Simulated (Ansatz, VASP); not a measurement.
## One calculation of CsCl, two programs

```xyz
2
Lattice="4.2219 0.0000 0.0000 0.0000 4.2219 0.0000 0.0000 0.0000 4.2219" Properties=species:S:1:pos:R:3 pbc="T T T"
Cs    0.0000    0.0000    0.0000
Cl    2.1109    2.1109    2.1109
```

Alike in both runs: task single point; functional r2SCAN; k mesh 6 × 6 × 6; no spin polarisation.

```csv
,VASP,Ansatz
version,VASP 6.6.1,Ansatz 0.2.0
potentials or method,"VASP PAW PBE potentials, release 64 (Cs_sv, Cl)","plane waves, PAW"
plane-wave cutoff (eV),550,500
occupations,"gaussian, width 0.01 eV",fixed
valence electrons in the cell,16,16
```

Ansatz gave:

- gap on the k mesh at the Fermi level (eV): 5.73
- pressure (GPa): -0.9

Q: Estimate VASP's values.

A: gap on the k mesh at the Fermi level (eV): 5.72; pressure (GPa): -0.9.

VASP's potentials were made for PBE, not for r2SCAN.

Spin-orbit coupling is off throughout.
